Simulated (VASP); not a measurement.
Set up this calculation in VASP 6.6.1, as the native input.

```
Task                   : single point
Functional             : BLYP
Potentials or basis    : VASP PAW PBE potentials, release 64 (Fe_sv, O)
Cutoff                 : 600 eV
k mesh                 : 11 × 11 × 11
Occupations            : fermi-dirac, width 0.05 eV
Spin                   : collinear spin, ferromagnetic start
Starting moments       : [3.0, 0.0] μB
Dipole correction      : no
Second run             : valence_matched
Further INCAR settings : ALGO = Normal; EDIFF = 1e-06; NBANDS = 22
```

The structure of FeO (Wuestite) lies in POSCAR:

```
FeO
1.0
    0.0000000000      2.1554000000      2.1554000000
    2.1554000000      0.0000000000      2.1554000000
    2.1554000000      2.1554000000      0.0000000000
Fe O
1 1
Direct
    0.0000000000      0.0000000000      0.0000000000
    0.5000000000      0.5000000000      0.5000000000
```

These files were run (other wordings do the same):

INCAR

```
PREC     = Accurate       # precision mode
ENCUT    = 600            # plane-wave cutoff, eV
EDIFF    = 1E-6           # SCF threshold, eV
ISMEAR   = -1             # smearing method
SIGMA    = 0.05           # smearing width, eV
LREAL    = False          # projectors in reciprocal space
LASPH    = True           # aspherical terms in the spheres
NELM     = 200            # most SCF steps
ALGO     = Normal         # electronic algorithm
ISIF     = 2              # what is computed and relaxed
LWAVE    = False          # write WAVECAR
LCHARG   = False          # write CHGCAR
ISPIN    = 2              # spin polarisation
MAGMOM   = 3 0            # initial moments
LORBIT   = 11             # projections on sites
LMAXMIX  = 4              # l up to which the mixer works
GGA      = B5             # functional
ALDAX    = 1.0          
AGGAX    = 1.0          
AGGAC    = 1.0          
ALDAC    = 0.0          
NBANDS   = 22             # bands
GGA_COMPAT= False
```

KPOINTS

```
Automatic mesh
0
Gamma
  11 11 11
```

Potentials or basis: VASP PAW PBE potentials, release 64 (Fe_sv, O).

Command:

```sh
$ cat potpaw_PBE.64/Fe_sv/POTCAR potpaw_PBE.64/O/POTCAR > POTCAR
$ mpirun -np 1 vasp_std > vasp.out
```

Results of the run:

- Pressure: 4.9 GPa
- Band gap on the k mesh: zero (filled and empty bands overlap)
- Net moment: 4.00 μB per cell
- Site moments: Fe +3.46; O +0.32 μB
- Valence electrons inside the program's atomic spheres: Fe 13.64; O 5.01

Caveat: the PAW data sets were made with another functional, which shifts forces and pressure a little; a cell with one magnetic atom can't hold antiferromagnetic order, which such compounds often take; semilocal functionals often make such compounds metallic where correlation or magnetic order opens a gap, which also shifts bond lengths.

Wall time 29 s on 1 thread of Intel(R) Xeon(R) 6975P-C (Granite Rapids), with other jobs on the host, peak memory 0.17 GiB.
